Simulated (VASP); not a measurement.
Li: single point with PBE

The system is Li.

```
Li
1.0
     2.64902   -1.52946   -0.06482
     2.64902    1.52946   -0.06482
    -1.69832    0.00000    2.53376
Li
1
Direct
  0.00000 0.00000 0.50000
```

This isn't the form of Li at room conditions, which is bcc.

```
Program                : VASP 6.6.1
Task                   : single point
Functional             : PBE
Potentials or basis    : VASP PAW PBE potentials, release 64 (Li_sv)
Cutoff                 : 520 eV
k mesh                 : 22 × 22 × 22
Occupations            : gaussian, width 0.1 eV
Spin                   : no spin polarisation
Dipole correction      : no
Further INCAR settings : ALGO = Normal; EDIFF = 1e-07; NBANDS = 8
```

```json
{
  "Band gap on the k mesh": "zero (an odd number of electrons rules out a gap without spin polarisation)"
}
```

Levels at points of the mesh, in eV from the Fermi level:
```tsv
k point	band 1	band 2	band 3	band 4	band 5	band 6	band 7
(0.00, 0.00, 0.00)	-46.54	-3.58	14.34	14.37	14.41	18.22	18.25
(0.50, 0.00, 0.00)	-46.52	-0.04	2.91	12.64	12.69	16.58	16.66
(0.50, 0.50, 0.00)	-46.51	1.50	4.69	8.42	8.50	10.66	15.42
(0.00, 0.00, 0.50)	-46.52	-0.02	2.94	12.61	12.63	16.56	16.58
(0.50, 0.00, 0.50)	-46.51	1.53	4.72	8.41	8.45	10.63	15.39
(0.50, 0.50, 0.50)	-46.52	-0.03	2.92	12.64	12.65	16.60	16.60
```

Wall time 92 s on 1 thread of Intel(R) Xeon(R) 6975P-C (Granite Rapids), on a shared host, peak memory 0.42 GiB.
